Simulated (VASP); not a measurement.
Cu2IBr:

```
I Br Cu
1.0
     1.96853    1.13653    6.38762
    -1.96853    1.13653    6.38762
     0.00000   -2.27306    6.38762
I Br Cu
1 1 2
Direct
  0.00000 0.00000 0.00000
  0.50000 0.50000 0.50000
  0.24903 0.24903 0.24903
  0.75097 0.75097 0.75097
```

Base run:

```yaml
Program: VASP 6.6.1
Functional: LDA
Potentials_or_basis: VASP PAW LDA potentials, release 64 (I, Br, Cu)
Cutoff: 520 eV
k_mesh: 8 × 8 × 8
Occupations: fermi-dirac, width 0.05 eV
Spin: no spin polarisation
Hubbard_terms: Cu d U = 3.0 eV
```

Its results: band gap on the k mesh 0.20 eV (least direct gap 0.31 eV); pressure -5.2 GPa; largest force 0.017 eV/Å.

Problem. The run is repeated on the same cell with these changes: hubbard terms from Cu d U = 3.0 eV to Cu d U = 2.0 eV. What comes out?

Solution. Band gap on the k mesh 0.03 eV (least direct gap 0.12 eV); pressure -5.3 GPa; largest force 0.009 eV/Å.

Caveats: the cell stands under tension; semilocal functionals underestimate gaps, and a narrow one can read as zero; spin-orbit coupling is left out, which moves the levels of the heavy elements; the smearing spreads over this small gap (at least some runs).

A k mesh can miss the band edges.
